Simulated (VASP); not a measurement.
# Li2Se (Fm-3m) in VASP: notebook, part 2 of 3

VASP 6.6.1. The steps go on from the part before.

### 5 Single point, PBEsol

This run uses another cell than the first one, of 18.65 Å³/atom, 1.122 times its volume.

File INCAR:

```
SYSTEM = Li2Se
ALGO = Normal
EDIFF = 1E-6
ENCUT = 750
GGA = PS
GGA_COMPAT = .False.
ISIF = 2
ISMEAR = 0
LASPH = .True.
LCHARG = .False.
LREAL = .False.
LWAVE = .False.
NBANDS = 13
NELM = 120
PREC = Accurate
SIGMA = 0.01
```

File KPOINTS:

```
k-points
0
Gamma
  8 8 8
  0 0 0
```

File POSCAR:

```
Li2Se
1.0
    3.0356299367      3.0356299367      0.0000000000
   -3.0356299367      3.0356299367      0.0000000000
    0.0000000000      3.0356299367      3.0356299367
Li Se
2 1
Direct
    0.2500000000      0.7500000000      0.5000000000
    0.7500000000      0.2500000000      0.5000000000
    0.0000000000      0.0000000000      0.0000000000
```

Potentials or basis: VASP PAW PBE potentials, release 64 (Li_sv, Se).

Launch:

```bash
$ cat potpaw_PBE.64/Li_sv/POTCAR potpaw_PBE.64/Se/POTCAR > POTCAR
$ mpirun -np 1 vasp_std > vasp.out
```

OUTCAR:

```text
SYSTEM = Li2Se
   EDIFF = 1E-6
   ENCUT = 750
   GGA = PS
   ISIF = 2
   ISMEAR = 0
   LASPH = .True.
   LREAL = .False.
   NELM = 120
   PREC = Accurate

 ion  position               nearest neighbor table
   1  0.250  0.750  0.500-   3 2.63   3 2.63   3 2.63   3 2.63
   2  0.750  0.250  0.500-   3 2.63   3 2.63   3 2.63   3 2.63
   3  0.000  0.000  0.000-   2 2.63   1 2.63   1 2.63   2 2.63   1 2.63   2 2.63   2 2.63   1 2.63

  LATTYP: Found a face centered cubic cell.
 ALAT       =     6.0712598734

[... 569 lines left out ...]
     10       8.8781      0.00000
     11       9.9050      0.00000
     12      11.1792      0.00000
     13      13.1365      0.00000

 [... further k-points ...]
[... 5 lines left out ...]
  --------------------------------------------------------------------------------------
  -------------------------------------------------------------------------------------
  Total       -0.6858490     -0.6858490     -0.6858490      0.0000000      0.0000000      0.0000000
  in kB      -19.6409556    -19.6409556    -19.6409556      0.0000000      0.0000000      0.0000000
  external PRESSURE =     -19.6409556 kB  Pullay stress =       0.0000000 kB

 VOLUME and BASIS-vectors are now :
 -----------------------------------------------------------------------------
  energy-cutoff  :      750.00
  volume of cell :       55.95
      direct lattice vectors                 reciprocal lattice vectors
     3.035629937  3.035629937  0.000000000     0.164710459  0.164710459 -0.164710459
    -3.035629937  3.035629937  0.000000000    -0.164710459  0.164710459 -0.164710459
     0.000000000  3.035629937  3.035629937     0.000000000  0.000000000  0.329420918

 POSITION                                       TOTAL-FORCE (eV/Angst)
 -----------------------------------------------------------------------------------
     -1.51781      4.55344      1.51781         0.000000      0.000000      0.000000
      1.51781      4.55344      1.51781        -0.000000     -0.000000     -0.000000
      0.00000      0.00000      0.00000        -0.000000     -0.000000      0.000000
 -----------------------------------------------------------------------------------
    total drift:                                0.000000      0.000000     -0.000000

  FREE ENERGIE OF THE ION-ELECTRON SYSTEM (eV)
  ---------------------------------------------------
  free  energy   TOTEN  =       -11.5394964033 eV

  energy  without entropy=      -11.5394964033  energy(sigma->0) =      -11.53949640
```

It took 54 s on 1 thread of Intel Xeon Platinum 8375C at 2.90GHz (Ice Lake), shared host; peak memory 0.24 GiB.

What came out:

| Item | Value |
| --- | --- |
| Free energy | -11.5395 eV |
| Pressure | -2.0 GPa |
| Band gap on the k mesh | 2.86 eV, indirect (least direct gap 3.11 eV) |

Caveat: the PAW data sets were made with another functional, which shifts forces and pressure a little. A k mesh can miss the band edges.

### 6 Single point, PBEsol

This run uses another cell than the first one, of 18.65 Å³/atom, 1.122 times its volume.

File INCAR:

```
ALGO     = Normal         # electronic algorithm
EDIFF    = 1E-6           # SCF threshold, eV
ENCUT    = 750            # plane-wave cutoff, eV
GGA      = PS             # functional
GGA_COMPAT= F            
ISIF     = 2              # what is computed and relaxed
ISMEAR   = 0              # smearing method
LASPH    = T              # aspherical terms in the spheres
LCHARG   = F              # write CHGCAR
LREAL    = F              # projectors in reciprocal space
LWAVE    = F              # write WAVECAR
NBANDS   = 13             # bands
NELM     = 120            # most SCF steps
PREC     = Accurate       # precision mode
SIGMA    = 0.01           # smearing width, eV
```

File KPOINTS:

```
k-points
0
Gamma
  8 8 8
```

POSCAR is that of step 5.

Potentials or basis: VASP PAW PBE potentials, release 64 (Li_sv, Se).

Launch:

```bash
$ cat potpaw_PBE.64/Li_sv/POTCAR potpaw_PBE.64/Se/POTCAR > POTCAR
$ mpirun -np 1 vasp_std > vasp.out
```

OUTCAR:

```text
EDIFF = 1E-6
   ENCUT = 750
   GGA = PS
   ISIF = 2
   ISMEAR = 0
   LASPH = T
   LREAL = F
   NELM = 120
   PREC = Accurate

 ion  position               nearest neighbor table
   1  0.250  0.750  0.500-   3 2.63   3 2.63   3 2.63   3 2.63
   2  0.750  0.250  0.500-   3 2.63   3 2.63   3 2.63   3 2.63
   3  0.000  0.000  0.000-   2 2.63   1 2.63   1 2.63   2 2.63   1 2.63   2 2.63   2 2.63   1 2.63

  LATTYP: Found a face centered cubic cell.
 ALAT       =     6.0712598734

  Lattice vectors:

 A1 = (   0.0000000000,   3.0356299367,   3.0356299367)
 A2 = (   3.0356299367,   0.0000000000,   3.0356299367)
 A3 = (   3.0356299367,   3.0356299367,   0.0000000000)

Analysis of symmetry for initial positions (statically):
=====================================================================
 Subroutine PRICEL returns:
 Original cell was already a primitive cell.

 Routine SETGRP: Setting up the symmetry group for a
 face centered cubic supercell.

 Subroutine GETGRP returns: Found 48 space group operations
 (whereof 48 operations were pure point group operations)
 out of a pool of 48 trial point group operations.

The static configuration has the point symmetry O_h .

Analysis of symmetry for dynamics (positions and initial velocities):
=====================================================================
 Subroutine PRICEL returns:
 Original cell was already a primitive cell.

 Routine SETGRP: Setting up the symmetry group for a
 face centered cubic supercell.

 Subroutine GETGRP returns: Found 48 space group operations
 (whereof 48 operations were pure point group operations)
 out of a pool of 48 trial point group operations.

The dynamic configuration has the point symmetry O_h .

 Subroutine INISYM returns: Found 48 space group operations
 (whereof 48 operations are pure point group operations),
 and found     1 'primitive' translations

----------------------------------------------------------------------------------------

                                     Primitive cell

  volume of cell :      55.9470

  direct lattice vectors                    reciprocal lattice vectors
     3.035629937  3.035629937  0.000000000     0.164710459  0.164710459 -0.164710459
    -3.035629937  3.035629937  0.000000000    -0.164710459  0.164710459 -0.164710459
     0.000000000  3.035629937  3.035629937     0.000000000  0.000000000  0.329420918

  length of vectors
     4.293029027  4.293029027  4.293029027     0.285286883  0.285286883  0.329420918

  position of ions in fractional coordinates (direct lattice)
     0.250000000  0.750000000  0.500000000
     0.750000000  0.250000000  0.500000000
     0.000000000  0.000000000  0.000000000

  ion indices of the primitive-cell ions
   primitive index   ion index
                 1           1
                 2           2
                 3           3

----------------------------------------------------------------------------------------

 KPOINTS: k-points

Automatic generation of k-mesh.
 Grid dimensions read from file:
 generate k-points for:    8    8    8

 Generating k-lattice:

  Cartesian coordinates                     Fractional coordinates (reciprocal lattice)
     0.020588807  0.020588807 -0.020588807     0.125000000  0.000000000  0.000000000
[... 21 lines left out ...]
  0.125000  0.125000  0.000000     12.000000
[... 16 lines left out ...]
  0.375000  0.250000  0.125000     48.000000
  0.500000  0.250000  0.125000     24.000000
 [... further k-points ...]
   k-points           NKPTS =     29   k-points in BZ     NKDIM =     29   number of bands    NBANDS=     13
   number of dos      NEDOS =    301   number of ions     NIONS =      3
   total plane-waves  NPLWV =  64000
   dimension x,y,z NGX =    40 NGY =   40 NGZ =   40
   dimension x,y,z NGXF=    80 NGYF=   80 NGZF=   80
   ions per type =               2   1
   NGX,Y,Z   is equivalent  to a cutoff of  15.49, 15.49, 15.49 a.u.
   NGXF,Y,Z  is equivalent  to a cutoff of  30.98, 30.98, 30.98 a.u.
 SYSTEM =  unknown system
   PREC   = accura    normal or accurate (medium, high low for compatibility)
   ISTART =      0    job   : 0-new  1-cont  2-samecut
   ICHARG =      2    charge: 1-file 2-atom 10-const
   ISPIN  =      1    spin polarized calculation?
   LNONCOLLINEAR =      F non collinear calculations
   LSORBIT =      F    spin-orbit coupling
   LASPH  =      T    aspherical Exc in radial PAW
   ENCUT  =  750.0 eV  55.12 Ry    7.42 a.u.   9.59  9.59  9.59*2*pi/ulx,y,z
   NELM   =    120;   NELMIN=  2; NELMDL= -5     # of ELM steps
   EDIFF  = 0.1E-05   stopping-criterion for ELM
   LREAL  =      F    real-space projection
   EDIFFG = 0.1E-04   stopping-criterion for IOM
   NSW    =      0    number of steps for IOM
   IBRION =     -1    ionic relax: 0-MD 1-quasi-New 2-CG
   NFREE  =      0    steps in history (QN), initial steepest desc. (CG)
   ISIF   =      2    stress and relaxation
   ISYM   =      2    0-nonsym 1-usesym 2-fastsym
   POTIM  = 0.5000    time-step for ionic-motion
   TEBEG  =    0.0;   TEEND  =   0.0 temperature during run
   PSTRESS=    0.0 pullay stress
   NELECT =      12.0000    total number of electrons
   NUPDOWN=      -1.0000    fix difference up-down
   EMIN   =  10.00;   EMAX   =-10.00  energy-range for DOS
   EFERMI =   0.00;   METHOD = LEGACY
   ISMEAR =     0;   SIGMA  =   0.01  broadening in eV -4-tet -1-fermi 0-gaus
   EFERMI_NEDOS =   21; number of points for ismear=-14 and -15
   IALGO  =     38    algorithm
   IMIX   =      4    mixing-type and parameters
     AMIX     =   0.40;   BMIX     =  1.00
     AMIX_MAG =   1.60;   BMIX_MAG =  1.00
  volume/ion in A,a.u.               =      18.65       125.85
  Fermi-wavevector in a.u.,A,eV,Ry     =   0.979963  1.851862 13.066053  0.960328
  Thomas-Fermi vector in A             =   2.110857
   LORBIT       =      0    0 simple, 1 ext, 2 COOP (PROOUT), +10 PAW based schemes
   GGA     = PS    functional components
   LHFCALC =     F    Hartree Fock is set to
   AEXX    =    0.0000 exact exchange contribution
   IVDW    =     0    specifies the selected vdW correction
   LEPSILON=     F    determine dielectric tensor
   LRPA    =     F    only Hartree local field effects (RPA)
 non-spin polarized calculation
 Gauss-broadening in eV      SIGMA  =   0.01
  energy-cutoff  :      750.00
  volume of cell :       55.95
 maximum number of plane-waves:      2646
 NGX is ok and might be reduce to    40
   NGX = 19   NGY = 19   NGZ = 19

 number of electron      12.0000003 magnetization

 Free energy of the ion-electron system (eV)
  ---------------------------------------------------
  ext. energy  EPLUGINS =         0.00000000
  ---------------------------------------------------
  free energy    TOTEN  =       -11.53949640 eV

  energy without entropy =      -11.53949640  energy(sigma->0) =      -11.53949640

 E-fermi :   0.8843     XC(G=0):  -8.2594

 val. band max:        0.7364645645   @ k =   0.0000   0.0000   0.0000
 cond. band min:       3.5967565571   @ k =   0.5000   0.5000   0.0000
 fundamental gap:      2.8602919926
 Fermi energy:         0.8843037150

 k-point     1 :       0.0000    0.0000    0.0000
  band No.  band energies     occupation
      1     -43.3393      2.00000
      2     -43.3171      2.00000
      3     -10.5881      2.00000
      4       0.7365      2.00000
      5       0.7365      2.00000
      6       0.7365      2.00000
      7       3.8418      0.00000
      8       6.2867      0.00000
      9       6.2867      0.00000
     10       6.2868      0.00000
     11      11.1725      0.00000
     12      11.1725      0.00000
     13      11.4152      0.00000
[... 354 lines left out ...]
  band No.  band energies     occupation
      1     -43.3277      2.00000
      2     -43.3277      2.00000
      3     -10.1930      2.00000
      4      -1.8046      2.00000
      5      -0.5315      2.00000
      6      -0.1577      2.00000
      7       5.9986      0.00000
      8       6.3050      0.00000
      9       8.2075      0.00000
     10       8.8781      0.00000
     11       9.9050      0.00000
     12      11.1792      0.00000
     13      13.1365      0.00000

 [... further k-points ...]
[... 5 lines left out ...]
  --------------------------------------------------------------------------------------
  -------------------------------------------------------------------------------------
  Total       -0.6858490     -0.6858490     -0.6858490      0.0000000      0.0000000      0.0000000
  in kB      -19.6409556    -19.6409556    -19.6409556      0.0000000      0.0000000      0.0000000
  external PRESSURE =     -19.6409556 kB  Pullay stress =       0.0000000 kB

 VOLUME and BASIS-vectors are now :
 -----------------------------------------------------------------------------
  energy-cutoff  :      750.00
  volume of cell :       55.95
      direct lattice vectors                 reciprocal lattice vectors
     3.035629937  3.035629937  0.000000000     0.164710459  0.164710459 -0.164710459
    -3.035629937  3.035629937  0.000000000    -0.164710459  0.164710459 -0.164710459
     0.000000000  3.035629937  3.035629937     0.000000000  0.000000000  0.329420918

 POSITION                                       TOTAL-FORCE (eV/Angst)
 -----------------------------------------------------------------------------------
     -1.51781      4.55344      1.51781         0.000000      0.000000      0.000000
      1.51781      4.55344      1.51781        -0.000000     -0.000000     -0.000000
      0.00000      0.00000      0.00000        -0.000000     -0.000000      0.000000
 -----------------------------------------------------------------------------------
    total drift:                                0.000000      0.000000     -0.000000

  FREE ENERGIE OF THE ION-ELECTRON SYSTEM (eV)
  ---------------------------------------------------
  free  energy   TOTEN  =       -11.5394964033 eV

  energy  without entropy=      -11.5394964033  energy(sigma->0) =      -11.53949640
```

Wall time 68 s (1 thread of Intel Xeon Platinum 8375C at 2.90GHz (Ice Lake), shared host); peak memory 0.24 GiB.

Results:

```
Free energy            : -11.5395 eV
Pressure               : -2.0 GPa
Band gap on the k mesh : 2.86 eV, indirect (least direct gap 3.11 eV)
```

Levels at points of the mesh, in eV from the valence-band top:
```tsv
k point	band 3	band 4	band 5	band 6	band 7	band 8	band 9	band 10
(0.00, 0.00, 0.00)	-11.32	0.00	0.00	0.00	3.11	5.55	5.55	5.55
(0.50, 0.00, 0.00)	-10.98	-2.83	-0.50	-0.50	4.89	5.87	5.87	7.64
(0.50, 0.50, 0.00)	-10.88	-2.22	-1.38	-1.38	2.86	6.04	10.00	10.00
```

Caveat: the PAW data sets were made with another functional, which shifts forces and pressure a little. A hybrid or GW would open this gap; PBEsol tends to underestimate it.

(Continued in part 3 of 3.)
